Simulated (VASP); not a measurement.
Set up this calculation in VASP 6.6.1, as the native input.

| Property | Result |
| --- | --- |
| Task | single point |
| Functional | PBE |
| Potentials or basis | VASP PAW PBE potentials, release 64 (Sn_d, Te) |
| Cutoff | 520 eV |
| k mesh | 6 × 6 × 8 |
| Occupations | gaussian, width 0.1 eV |
| Spin | no spin polarisation |
| Dipole correction | no |
| Further INCAR settings | ALGO = Normal; EDIFF = 1e-07; NBANDS = 31 |

The structure of SnTe5 lies in POSCAR:

```
SnTe5
1.0
    7.0562823655      0.0000000000      0.0000000000
   -3.5281411828      6.1109197848      0.0000000000
    0.0000000000      0.0000000000      4.3821196458
Sn Te
1 5
Direct
    0.0000000000      0.0000000000      0.5000000000
    0.6661565132      0.0000000000      0.0000000000
    0.3338434868      0.3338434868      0.0000000000
    0.0000000000      0.6661565132      0.0000000000
    0.6666666667      0.3333333333      0.5000000000
    0.3333333333      0.6666666667      0.5000000000
```

The cell was built from a structure type or drawn by symmetry, and may not be a known phase.

One way to write it, as run:

INCAR

```
  PREC = Accurate
  ENCUT = 520
  EDIFF = 1E-7
  ISMEAR = 0
  SIGMA = 0.1
  LREAL = F
  LASPH = T
  NELM = 80
  ALGO = Normal
  ISIF = 2
  LWAVE = F
  LCHARG = F
  GGA = PE
  NBANDS = 31
```

KPOINTS

```
regular mesh
0
Gamma
  6 6 8
```

Potentials or basis: VASP PAW PBE potentials, release 64 (Sn_d, Te).

Launch:

```bash
$ cat potpaw_PBE.64/Sn_d/POTCAR potpaw_PBE.64/Te/POTCAR > POTCAR
$ mpirun -np 1 vasp_std > vasp.out
```

Results of the run:

* Pressure: -0.1 GPa
* Largest force: 0.004 eV/Å
* Band gap on the k mesh: zero (bands 22 and 23 overlap by 0.76 eV)

Caveat: semilocal functionals underestimate gaps, so a narrow gap can read as zero; spin-orbit coupling is left out, which moves the levels of the heavy elements.

It took 3.1 min on 1 thread of Intel(R) Xeon(R) Platinum 8488C (Sapphire Rapids), on a shared host, peak memory 0.41 GiB.
